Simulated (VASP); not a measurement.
# Pt (Fm-3m) in VASP: a series of runs

Runs on Pt. Level: BLYP. Tasks: single point.

Everything below comes from runs of VASP 6.6.1. Logs are shortened: lines on timing, memory, paths and dates and some standing lists are left out, and cuts for length are marked.

**1. The cell of the first run**

It takes space group Fm-3m (No. 225, cubic). Conventional cell: a = 3.999 Å, b = 3.999 Å, c = 3.999 Å, α = 90.00°, β = 90.00°, γ = 90.00°. Pt (site symmetry m-3m) has 12 Pt at 2.83 Å within 3.7 Å.

**2. Single point, BLYP (15.98 Å³/atom)**

Input file INCAR:

```
PREC = Accurate
ENCUT = 570
EDIFF = 1E-6
ISMEAR = -1
SIGMA = 0.1
LREAL = False
LASPH = True
NELM = 120
ALGO = Normal
ISIF = 2
LWAVE = False
LCHARG = True
GGA = B5
ALDAX = 1.0
AGGAX = 1.0
AGGAC = 1.0
ALDAC = 0.0
LELF = True
LVHAR = True
NBANDS = 15
GGA_COMPAT = False
```

Input file KPOINTS:

```
Automatic mesh
0
Gamma
  22 22 22
```

Input file POSCAR:

```
Pt
1.0
    0.0000000000      1.9992828261      1.9992828261
    1.9992828261      0.0000000000      1.9992828261
    1.9992828261      1.9992828261      0.0000000000
Pt
1
Direct
    0.0000000000      0.0000000000      0.0000000000
```

Potentials or basis: VASP PAW PBE potentials, release 64 (Pt_sv_GW).

Command:

```bash
$ cat potpaw_PBE.64/Pt_sv_GW/POTCAR > POTCAR
$ mpirun -np 1 vasp_std > vasp.out
```

OUTCAR:

```text
PREC = Accurate
   ENCUT = 570
   EDIFF = 1E-6
   ISMEAR = -1
   LREAL = False
   LASPH = True
   NELM = 120
   ISIF = 2
   GGA = B5

 ion  position               nearest neighbor table
   1  0.000  0.000  0.000-

  LATTYP: Found a face centered cubic cell.
 ALAT       =     3.9985656522

  Lattice vectors:

 A1 = (   0.0000000000,   1.9992828261,   1.9992828261)
 A2 = (   1.9992828261,   0.0000000000,   1.9992828261)
 A3 = (   1.9992828261,   1.9992828261,   0.0000000000)

Analysis of symmetry for initial positions (statically):
=====================================================================
 Subroutine PRICEL returns:
 Original cell was already a primitive cell.

 Routine SETGRP: Setting up the symmetry group for a
 face centered cubic supercell.

 Subroutine GETGRP returns: Found 48 space group operations
 (whereof 48 operations were pure point group operations)
 out of a pool of 48 trial point group operations.

The static configuration has the point symmetry O_h .

Analysis of symmetry for dynamics (positions and initial velocities):
=====================================================================
 Subroutine PRICEL returns:
 Original cell was already a primitive cell.

 Routine SETGRP: Setting up the symmetry group for a
 face centered cubic supercell.

 Subroutine GETGRP returns: Found 48 space group operations
 (whereof 48 operations were pure point group operations)
 out of a pool of 48 trial point group operations.

The dynamic configuration has the point symmetry O_h .

 Subroutine INISYM returns: Found 48 space group operations
 (whereof 48 operations are pure point group operations),
 and found     1 'primitive' translations

----------------------------------------------------------------------------------------

                                     Primitive cell

  volume of cell :      15.9828

  direct lattice vectors                    reciprocal lattice vectors
     0.000000000  1.999282826  1.999282826    -0.250089679  0.250089679  0.250089679
     1.999282826  0.000000000  1.999282826     0.250089679 -0.250089679  0.250089679
     1.999282826  1.999282826  0.000000000     0.250089679  0.250089679 -0.250089679

  length of vectors
     2.827412888  2.827412888  2.827412888     0.433168030  0.433168030  0.433168030

[... 77 lines left out ...]
   NELM   =    120;   NELMIN=  2; NELMDL= -5     # of ELM steps
   EDIFF  = 0.1E-05   stopping-criterion for ELM
   LREAL  =      F    real-space projection
   EDIFFG = 0.1E-04   stopping-criterion for IOM
   NSW    =      0    number of steps for IOM
   IBRION =     -1    ionic relax: 0-MD 1-quasi-New 2-CG
   NFREE  =      0    steps in history (QN), initial steepest desc. (CG)
   ISIF   =      2    stress and relaxation
   ISYM   =      2    0-nonsym 1-usesym 2-fastsym
   POTIM  = 0.5000    time-step for ionic-motion
   TEBEG  =    0.0;   TEEND  =   0.0 temperature during run
   PSTRESS=    0.0 pullay stress
   NELECT =      18.0000    total number of electrons
   NUPDOWN=      -1.0000    fix difference up-down
   EMIN   =  10.00;   EMAX   =-10.00  energy-range for DOS
   EFERMI =   0.00;   METHOD = LEGACY
   ISMEAR =    -1;   SIGMA  =   0.10  broadening in eV -4-tet -1-fermi 0-gaus
   EFERMI_NEDOS =   21; number of points for ismear=-14 and -15
   IALGO  =     38    algorithm
   IMIX   =      4    mixing-type and parameters
     AMIX     =   0.40;   BMIX     =  1.00
     AMIX_MAG =   1.60;   BMIX_MAG =  1.00
  volume/ion in A,a.u.               =      15.98       107.86
  Fermi-wavevector in a.u.,A,eV,Ry     =   1.703262  3.218698 39.471877  2.901101
  Thomas-Fermi vector in A             =   2.782881
   LORBIT       =      0    0 simple, 1 ext, 2 COOP (PROOUT), +10 PAW based schemes
   GGA     = B5    functional components
   LHFCALC =     F    Hartree Fock is set to
   AEXX    =    0.0000 exact exchange contribution
   IVDW    =     0    specifies the selected vdW correction
   LEPSILON=     F    determine dielectric tensor
   LRPA    =     F    only Hartree local field effects (RPA)
 non-spin polarized calculation
  energy-cutoff  :      570.00
  volume of cell :       15.98
 maximum number of plane-waves:       531
 NGX is ok and might be reduce to    24
   NGX = 11   NGY = 11   NGZ = 11

 number of electron      17.9999999 magnetization

 Free energy of the ion-electron system (eV)
  ---------------------------------------------------
  ext. energy  EPLUGINS =         0.00000000
  ---------------------------------------------------
  free energy    TOTEN  =        -5.06134821 eV

  energy without entropy =       -5.00419585  energy(sigma->0) =       -5.03277203

 E-fermi :  10.2737     XC(G=0): -13.0352

 val. band max:       10.2687228592   @ k =  -0.4545   0.2273   0.0455
 cond. band min:      10.2772614267   @ k =   0.4545   0.0909   0.0000
 fundamental gap:      0.0085385675
 Fermi energy:        10.2737406009

 k-point     1 :       0.0000    0.0000    0.0000
  band No.  band energies     occupation
      1     -87.5702      2.00000
      2     -41.8330      2.00000
      3     -41.8330      2.00000
      4     -41.8330      2.00000
      5       0.8650      2.00000
      6       6.8109      2.00000
      7       6.8109      2.00000
      8       6.8109      2.00000
      9       8.7563      2.00000
     10       8.7563      2.00000
     11      25.3562      0.00000
     12      29.8281      0.00000
     13      29.8281      0.00000
     14      29.8281      0.00000
[... 401 lines left out ...]
      2     -42.2119      2.00000
      3     -41.8950      2.00000
      4     -41.8891      2.00000
      5       3.6592      2.00000
      6       6.7269      2.00000
      7       6.8138      2.00000
      8       9.4506      1.99947
      9      10.1995      1.35504
     10      11.0525      0.00083
     11      15.9499      0.00000
     12      25.0851      0.00000
     13      28.6146      0.00000
     14      29.0474      0.00000
     15      37.7388      0.00000

 [... further k-points ...]
[... 5 lines left out ...]
  --------------------------------------------------------------------------------------
  -------------------------------------------------------------------------------------
  Total        0.8847657      0.8847657      0.8847657      0.0000000      0.0000000     -0.0000000
  in kB       88.6923455     88.6923455     88.6923455      0.0000000      0.0000000     -0.0000000
  external PRESSURE =      88.6923455 kB  Pullay stress =       0.0000000 kB

 VOLUME and BASIS-vectors are now :
 -----------------------------------------------------------------------------
  energy-cutoff  :      570.00
  volume of cell :       15.98
      direct lattice vectors                 reciprocal lattice vectors
     0.000000000  1.999282826  1.999282826    -0.250089679  0.250089679  0.250089679
     1.999282826  0.000000000  1.999282826     0.250089679 -0.250089679  0.250089679
     1.999282826  1.999282826  0.000000000     0.250089679  0.250089679 -0.250089679

 POSITION                                       TOTAL-FORCE (eV/Angst)
 -----------------------------------------------------------------------------------
      0.00000      0.00000      0.00000        -0.000000      0.000000      0.000000
 -----------------------------------------------------------------------------------
    total drift:                                0.000000      0.000000     -0.000000

  FREE ENERGIE OF THE ION-ELECTRON SYSTEM (eV)
  ---------------------------------------------------
  free  energy   TOTEN  =        -5.0613482084 eV

  energy  without entropy=       -5.0041958528  energy(sigma->0) =       -5.03277203
```

OSZICAR:

```text
N       E                     dE             d eps       ncg     rms          rms(c)
DAV:   1     0.155279753880E+03    0.15528E+03   -0.13158E+04 10144   0.137E+03
DAV:   2    -0.313610443811E+01   -0.15842E+03   -0.15262E+03 12080   0.460E+02
DAV:   3    -0.614882167157E+01   -0.30127E+01   -0.30000E+01 11247   0.599E+01
DAV:   4    -0.615557565929E+01   -0.67540E-02   -0.67538E-02 12248   0.340E+00
DAV:   5    -0.615559798289E+01   -0.22324E-04   -0.22322E-04 11345   0.175E-01    0.755E+01
DAV:   6    -0.510018497057E+01    0.10554E+01   -0.16450E+00 10337   0.142E+01    0.397E+01
DAV:   7    -0.507313288107E+01    0.27052E-01   -0.24751E-01 12080   0.466E+00    0.760E+00
DAV:   8    -0.506133995538E+01    0.11793E-01   -0.42751E-02 10218   0.261E+00    0.706E-01
DAV:   9    -0.506137196797E+01   -0.32013E-04   -0.10112E-03 10960   0.376E-01    0.312E-01
DAV:  10    -0.506134849174E+01    0.23476E-04   -0.41115E-05 12220   0.907E-02    0.882E-02
DAV:  11    -0.506134820843E+01    0.28332E-06   -0.41230E-06 10911   0.221E-02
   1 F= -.50613482E+01 E0= -.50327720E+01  d E =-.571524E-01
```

Wall time 37 s (1 thread of Intel Xeon Platinum 8488C (Sapphire Rapids), shared host); peak memory 0.21 GiB.

What came out:

| Property | Result |
| --- | --- |
| Free energy | -5.0613 eV |
| Pressure | 8.9 GPa |
| Band gap on the k mesh | zero (bands 9 and 10 overlap by 2.04 eV) |

Caveat: the cell stands under pressure; the PAW data sets were made with another functional, which shifts forces and pressure a little; spin-orbit coupling is left out, which moves the levels of the heavy elements.

**3. Single point, BLYP (15.32 Å³/atom)**

This run uses another cell than the first one, of 15.32 Å³/atom.

Input file INCAR:

```
SYSTEM = Pt
  PREC = Accurate
  ENCUT = 570
  EDIFF = 1E-6
  ISMEAR = -1
  SIGMA = 0.1
  LREAL = .FALSE.
  LASPH = .TRUE.
  NELM = 120
  ALGO = Normal
  ISIF = 2
  LWAVE = .FALSE.
  LCHARG = .FALSE.
  GGA = B5
  ALDAX = 1.0
  AGGAX = 1.0
  AGGAC = 1.0
  ALDAC = 0.0
  NBANDS = 15
  GGA_COMPAT = .FALSE.
```

Input file KPOINTS:

```
Automatic mesh
0
G
  22 22 22
  0 0 0
```

Input file POSCAR:

```
Pt
1.0
    0.0000000000      1.9711201617      1.9711201617
    1.9711201617      0.0000000000      1.9711201617
    1.9711201617      1.9711201617      0.0000000000
Pt
1
Direct
    0.0000000000      0.0000000000      0.0000000000
```

Potentials or basis: VASP PAW PBE potentials, release 64 (Pt_sv_GW).

Command:

```bash
$ cat potpaw_PBE.64/Pt_sv_GW/POTCAR > POTCAR
$ mpirun -np 1 vasp_std > vasp.out
```

Run time: 41 s. Hardware: 1 thread of Intel Xeon Platinum 8488C (Sapphire Rapids), shared host; peak memory 0.21 GiB.

Results (log left out):

| Item | Value |
| --- | --- |
| Free energy | -4.9948 eV |
| Pressure | 20.7 GPa |
| Band gap on the k mesh | zero (bands 9 and 10 overlap by 2.20 eV) |

Levels at points of the mesh, in eV from the Fermi level:
| k point | band 7 | band 8 | band 9 | band 10 | band 11 | band 12 |
| --- | --- | --- | --- | --- | --- | --- |
| (0.00, 0.00, 0.00) | -3.71 | -3.71 | -1.62 | -1.62 | 14.99 | 19.70 |
| (0.50, 0.00, 0.00) | -3.77 | -0.08 | 0.02 | 0.02 | 5.75 | 14.58 |
| (0.50, 0.50, 0.00) | -0.02 | 0.47 | 0.47 | 2.09 | 8.73 | 11.52 |

Caveat: the cell stands under pressure; the PAW data sets were made with another functional, which shifts forces and pressure a little; spin-orbit coupling is left out, which moves the levels of the heavy elements.

**4. Single point, BLYP, collinear spin (15.96 Å³/atom)**

Input file INCAR:

```
  AGGAC = 1.0
  AGGAX = 1.0
  ALDAC = 0.0
  ALDAX = 1.0
  ALGO = Normal
  EDIFF = 1E-6
  ENCUT = 570
  GGA = B5
  GGA_COMPAT = False
  ISIF = 2
  ISMEAR = -1
  ISPIN = 2
  LASPH = True
  LCHARG = False
  LMAXMIX = 4
  LORBIT = 11
  LREAL = False
  LWAVE = False
  MAGMOM = 1
  NBANDS = 19
  NELM = 200
  PREC = Accurate
  SIGMA = 0.05
```

Input file KPOINTS:

```
k-points
0
Gamma
  22 22 22
```

Input file POSCAR:

```
Pt
1.0
    0.0000000000      1.9981660487      1.9981660487
    1.9981660487      0.0000000000      1.9981660487
    1.9981660487      1.9981660487      0.0000000000
Pt
1
Direct
    0.0000000000      0.0000000000      0.0000000000
```

Command:

```bash
$ cat potpaw_PBE.64/Pt_sv_GW/POTCAR > POTCAR
$ mpirun -np 1 vasp_std > vasp.out
```

It took 2.5 min on 1 thread of AMD EPYC 7R13 (Zen 3), shared host; peak memory 0.26 GiB.

It converged, with:

| Property | Result |
| --- | --- |
| Free energy | -5.0369 eV |
| Pressure | 9.1 GPa |
| Band gap on the k mesh | zero (filled and empty bands overlap) |
| Net moment | 0.00 μB per cell |

Levels at points of the mesh, in eV from the Fermi level:
Spin up:
| k point | band 7 | band 8 | band 9 | band 10 | band 11 | band 12 |
| --- | --- | --- | --- | --- | --- | --- |
| (0.00, 0.00, 0.00) | -3.45 | -3.45 | -1.50 | -1.50 | 15.10 | 19.58 |
| (0.50, 0.00, 0.00) | -3.51 | 0.03 | 0.03 | 0.09 | 5.46 | 14.69 |
| (0.50, 0.50, 0.00) | -0.01 | 0.45 | 0.45 | 2.18 | 8.31 | 11.40 |
Spin down:
```
           k point  band 7  band 8  band 9  band 10  band 11  band 12
(0.00, 0.00, 0.00)   -3.45   -3.45   -1.50    -1.50    15.10    19.58
(0.50, 0.00, 0.00)   -3.51    0.03    0.03     0.09     5.46    14.69
(0.50, 0.50, 0.00)   -0.01    0.45    0.45     2.18     8.31    11.40
```

Caveat: the cell stands under pressure; the PAW data sets were made with another functional, which shifts forces and pressure a little; spin-orbit coupling is left out, which moves the levels of the heavy elements.

**5. The runs side by side**

```csv
spin,cell,smearing,gap on the mesh (eV),pressure (GPa)
off,"a = 2.827 Å, angles 60.0°, 1 atom",fermi-dirac 0.1 eV,none,8.9
off,"a = 2.788 Å, angles 60.0°, 1 atom",fermi-dirac 0.1 eV,none,20.7
collinear,"a = 2.826 Å, angles 60.0°, 1 atom",fermi-dirac 0.05 eV,none,9.1
```

Alike in all rows: task single point; level BLYP; potentials or basis VASP PAW PBE potentials, release 64 (Pt_sv_GW); k mesh 22 × 22 × 22; cutoff (eV) 570.

Caveats: the cell stands under pressure; the PAW data sets were made with another functional, which shifts forces and pressure a little; spin-orbit coupling is left out, which moves the levels of the heavy elements.

Total energies depend on the potentials used, so only differences within one code and one set of settings carry meaning.
